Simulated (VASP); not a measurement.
Set up this calculation in VASP 6.6.1, as the native input.

* Task: electric field gradients
* Functional: PBE
* Potentials or basis: VASP PAW PBE potentials, release 64 (Gd, O)
* Cutoff: 520 eV
* k mesh: 12 × 12 × 12
* Occupations: fermi-dirac, width 0.08 eV
* Spin: collinear spin, ferromagnetic start
* Starting moments: [7.0, 0.0] μB
* Dipole correction: no
* Further INCAR settings: ALGO = Normal; EDIFF = 1e-08; NBANDS = 23

The structure of GdO lies in POSCAR:

```
GdO
1.0
    0.0000000000      2.6453513612      2.6453513612
    2.6453513612      0.0000000000      2.6453513612
    2.6453513612      2.6453513612      0.0000000000
Gd O
1 1
Direct
    0.0000000000      0.0000000000      0.0000000000
    0.7500000000      0.7500000000      0.7500000000
```

One way to write it, as run:

INCAR

```
SYSTEM = GdO
PREC = Accurate
ENCUT = 520
EDIFF = 1E-8
ISMEAR = -1
SIGMA = 0.08
LREAL = .FALSE.
LASPH = .TRUE.
NELM = 150
ALGO = Normal
ISIF = 2
LWAVE = .FALSE.
LCHARG = .FALSE.
ISPIN = 2
MAGMOM = 7 0
LORBIT = 11
LMAXMIX = 6
GGA = PE
LEFG = .TRUE.
NBANDS = 23
```

KPOINTS

```
regular mesh
0
G
  12 12 12
  0 0 0
```

Potentials or basis: VASP PAW PBE potentials, release 64 (Gd, O).

Launch:

```console
$ cat potpaw_PBE.64/Gd/POTCAR potpaw_PBE.64/O/POTCAR > POTCAR
$ mpirun -np 1 vasp_std > vasp.out
```

It gave:

- Pressure: 6.0 GPa
- Net moment: 7.55 μB per cell
- Site moments: Gd +6.87; O -0.02 μB
- Largest electric field gradient by atom: under 0.05 V/Å² on every atom
- Valence electrons inside the program's atomic spheres: Gd 15.26; O 5.02

Caveat: the cell stands under pressure; a cell with one magnetic atom can't hold antiferromagnetic order, which such compounds often take.

Wall time 110 s on 1 thread of Intel(R) Xeon(R) 6975P-C (Granite Rapids) (shared host), peak memory 0.25 GiB.
